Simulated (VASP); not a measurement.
The system is Cu.

```
Cu
1.0
     0.00000    1.81487    1.81487
     1.81487    0.00000    1.81487
     1.81487    1.81487    0.00000
Cu
1
Cartesian
  0.0000 0.0000 0.0000
```

- Program: VASP 6.6.1
- Task: relaxation of cell and atoms
- Functional: LDA
- Potentials or basis: VASP PAW LDA potentials, release 64 (Cu_sv_GW)
- Cutoff: 820 eV
- k mesh: 20 × 20 × 20
- Occupations: gaussian, width 0.1 eV
- Spin: no spin polarisation

At the start: pressure -14.9 GPa; volume 11.96 Å³/atom.

**Question.** How do energy, volume and symmetry change on relaxing?

**Answer.** Over 5 steps the energy falls by 54.2 meV/atom and the volume is 10.90 Å³/atom (-8.9 %); space group Fm-3m (No. 225, to 0.1 Å) before and after.

Step by step:
| step | energy change (eV) | largest force (eV/Å) | pressure (GPa) | volume (Å³) |
| --- | --- | --- | --- | --- |
| 1 | 0.0000 | 0.0000 | -14.86 | 11.96 |
| 2 | -0.0174 | 0.0000 | 16.66 | 10.14 |
| 3 | -0.0541 | 0.0000 | -0.12 | 10.90 |
| 4 | -0.0541 | 0.0000 | 0.17 | 10.88 |
| 5 | -0.0542 | 0.0000 | -0.05 | 10.90 |

Final structure:
```
Cu
1.0
     0.00000    1.75958    1.75958
     1.75958    0.00000    1.75958
     1.75958    1.75958    0.00000
Cu
1
Direct
  0.00000 0.00000 0.00000
```
